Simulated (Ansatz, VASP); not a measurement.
# SbPt in VASP and in Ansatz

Contents of INCAR:

```
ALGO = Normal ; EDIFF = 1E-6
ENCUT = 520 ; GGA = CA
ISIF = 2 ; ISMEAR = -1
LASPH = T ; LCHARG = F
LREAL = F ; LWAVE = F
NBANDS = 23 ; NELM = 100
PREC = Accurate ; SIGMA = 0.08
```

File KPOINTS:

```
k-points
0
Gamma
  11 11 8
```

POSCAR

```
SbPt
1.0
    4.2125978280      0.0000000000      0.0000000000
   -2.1062989140      3.6482167350      0.0000000000
    0.0000000000      0.0000000000      5.4720000000
Sb Pt
2 2
Direct
    0.3333333333      0.6666666667      0.2500000000
    0.6666666667      0.3333333333      0.7500000000
    0.0000000000      0.0000000000      0.0000000000
    0.0000000000      0.0000000000      0.5000000000
```

Input for Ansatz:

```yaml
crystal:
  lattice:
    - [4.212597828, 0.0, 0.0]
    - [-2.106298914, 3.648216735, 0.0]
    - [0.0, 0.0, 5.472]
  atoms:
    - { symbol: Sb, position: [0.3333333333, 0.6666666667, 0.25] }
    - { symbol: Sb, position: [0.6666666667, 0.3333333333, 0.75] }
    - { symbol: Pt, position: [0.0, 0.0, 0.0] }
    - { symbol: Pt, position: [0.0, 0.0, 0.5] }
kpoints:
  mp_grid: { grid: [11, 11, 8] }
  band_path:
    path:
      - [0.0, 0.0, 0.0]
      - [0.5, 0.0, 0.0]
      - [0.3333333333, 0.3333333333, 0.0]
      - [0.0, 0.0, 0.0]
      - [0.0, 0.0, 0.5]
      - [0.5, 0.0, 0.5]
      - [0.3333333333, 0.3333333333, 0.5]
      - [0.0, 0.0, 0.5]
      - [0.5, 0.0, 0.5]
    npoints: 5
scf:
  occupations: { method: fermi_dirac, width: 0.08 }
hamiltonian:
  xc: lda
  pseudopotentials: { kind: all_electron, lapw: { basis_error: 0.0005 } }
output:
  forces: true
  stress: true
  eigenvalues: true
```

Change from the starting cell: equal xx and yy strain of +2 %.

Alike in both runs: task single point; functional LDA; k mesh 11 × 11 × 8; occupations fermi-dirac, width 0.08 eV; no spin polarisation.

```csv
,VASP,Ansatz
version,VASP 6.6.1,Ansatz 0.2.0
potentials or method,"VASP PAW LDA potentials, release 64 (Sb, Pt), cutoff 520 eV","all-electron LAPW, scalar-relativistic"
```

|  | VASP | Ansatz | Ansatz less VASP |
| --- | --- | --- | --- |
| pressure (GPa) | -5.0 | -5.2 | -0.17 |
| traceless stress, the component that is largest in VASP (GPa) | 0.51 | 0.39 | -0.118 |

LDA's correlation is that of Perdew and Zunger in VASP and of Perdew and Wang (1992) in Ansatz. Ansatz ran all-electron here, and VASP with PAW potentials.

Spin-orbit coupling is off throughout.
